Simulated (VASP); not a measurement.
Runs of VASP 6.6.1 on Ag. The structure is that of space group P6_3/mmc (No. 194), or close to it. The cells are those of the table. This isn't the form of Ag at room conditions, which is fcc.

| cell | further INCAR settings | gap on the mesh (eV) | pressure (GPa) |
| --- | --- | --- | --- |
| a = 3.093, b = 3.093, c = 4.298 Å, angles 90.0, 90.0, 120.0°, 2 atoms | ALGO = Fast; EDIFF = 1e-07; NBANDS = 18 | none | 3.0 |
| a = 3.156, b = 3.156, c = 4.128 Å, angles 90.0, 90.0, 120.0°, 2 atoms | ALGO = Fast; EDIFF = 1e-06; NBANDS = 18 | none | 5.1 |
| a = 2.838, b = 2.838, c = 5.104 Å, angles 90.0, 90.0, 120.0°, 2 atoms | ALGO = Fast; EDIFF = 1e-06; NBANDS = 18 | none | (b) |
| a = 2.970, b = 2.970, c = 4.661 Å, angles 90.0, 90.0, 120.0°, 2 atoms | ALGO = Fast; EDIFF = 1e-06; NBANDS = 18 | none | (a) |
| a = 2.685, b = 2.685, c = 5.706 Å, angles 90.0, 90.0, 120.0°, 2 atoms | ALGO = Fast; EDIFF = 1e-07; NBANDS = 18 | none | (c) |
| a = 3.013, b = 3.013, c = 4.531 Å, angles 90.0, 90.0, 120.0°, 2 atoms | ALGO = Fast; EDIFF = 1e-06; NBANDS = 18 | none | 1.2 |
| a = 2.883, b = 2.883, c = 4.948 Å, angles 90.0, 90.0, 120.0°, 2 atoms | ALGO = Fast; EDIFF = 1e-06; NBANDS = 18 | none | 0.6 |
| a = 2.757, b = 2.757, c = 5.409 Å, angles 90.0, 90.0, 120.0°, 2 atoms | ALGO = Fast; EDIFF = 1e-06; NBANDS = 18 | none | 4.6 |

Alike in all rows: task single point; level PBE; potentials or basis VASP PAW PBE potentials, release 64 (Ag); no spin polarisation; k mesh 24 × 24 × 12; cutoff (eV) 520; smearing gaussian 0.15 eV.

Problem. Fill in the values left out.

Solution. (a) 0.5; (b) 1.4; (c) 9.9.

Caveats: the cell stands under pressure (at least some runs).

A k mesh can miss the band edges, and the runs leave out spin-orbit coupling on Ag.

A gap of «none» marks levels without a gap at the run's occupations.
